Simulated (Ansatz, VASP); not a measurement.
# LaYO in VASP and in Ansatz

```
La Y O
1.0
     3.34630    0.00000    0.00000
     0.00000    3.34630    0.00000
     0.00000    0.00000    5.83340
La Y O
1 1 1
Direct
  0.00000 0.00000 0.49120
  0.00000 0.00000 0.96246
  0.50000 0.50000 0.38138
```

Alike in both runs: task single point; functional PBE; k mesh 6 × 6 × 4; occupations gaussian, width 0.1 eV; no spin polarisation.

|  | VASP | Ansatz |
| --- | --- | --- |
| version | VASP 6.6.1 | Ansatz 0.2.0 |
| potentials or method | VASP PAW PBE potentials, release 64 (La, Y_sv, O), cutoff 600 eV | scalar-relativistic, plane waves, PAW |
| valence electrons in the cell | 28 | 28 |

```tsv
	VASP	Ansatz	Ansatz less VASP
gap on the k mesh at the Fermi level (eV)	none	none	-
pressure (GPa)	8.7	8.8	+0.15
traceless stress, the component that is largest in VASP (GPa)	14.57	14.45	-0.117
rms of the force components (eV/Å)	0.553	0.553	+0.0005
```

Atom by atom the forces differ by 0.010 eV/Å (rms over components). A gap of «none» marks a metal or a gap that the smearing closes.

Neither program's run includes spin-orbit coupling.
